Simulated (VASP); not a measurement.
**PtSe2: single point with BLYP+D3(BJ)**

PtSe2:

```
Pt Se
1.0
     3.64798    0.00000    0.00000
    -1.82399    3.15924    0.00000
     0.00000    0.00000    4.95866
Pt Se
1 2
Direct
  0.00000 0.00000 0.00000
  0.66667 0.33333 0.75000
  0.33333 0.66667 0.25000
```

```json
{"Program": "VASP 6.6.1", "Task": "single point", "Functional": "BLYP", "Dispersion": "D3(BJ)", "Potentials or basis": "VASP PAW PBE potentials, release 64 (Pt, Se)", "Cutoff": "520 eV", "k mesh": "8 × 8 × 5", "Occupations": "fermi-dirac, width 0.05 eV", "Spin": "no spin polarisation", "Dipole correction": "no", "Further INCAR settings": "ALGO = Normal; EDIFF = 1e-06; NBANDS = 18"}
```

```
Pressure                   : 16.9 GPa
Largest force              : 2.085 eV/Å
Band gap on the k mesh     : zero (bands 11 and 12 overlap by 0.24 eV)
Dispersion energy per atom : -1.152 eV
```

Forces in eV/Å, atoms in the order of the input:
```
Pt   0.000  0.000  0.000
Se   0.000  0.000 -2.085
Se   0.000  0.000  2.085
```

Stress tensor (GPa, compression positive):
```
19.27  0.00  0.00
 0.00 19.27  0.00
 0.00  0.00 12.30
```

Levels at points of the mesh, in eV from the Fermi level:
```csv
k point,band 9,band 10,band 11,band 12,band 13,band 14
"(0.00, 0.00, 0.00)",-1.24,-1.24,0.30,1.46,1.46,3.62
"(0.50, 0.00, 0.00)",-3.88,-3.83,-3.22,0.64,2.47,4.97
```

Wall time 47 s on 1 thread of Intel(R) Xeon(R) Platinum 8259CL CPU @ 2.50GHz (Skylake/Cascade Lake), with other jobs on the host, peak memory 0.21 GiB.

Caveat: the cell stands under pressure; the PAW data sets were made with another functional, which shifts forces and pressure a little; spin-orbit coupling is left out, which moves the levels of the heavy elements.
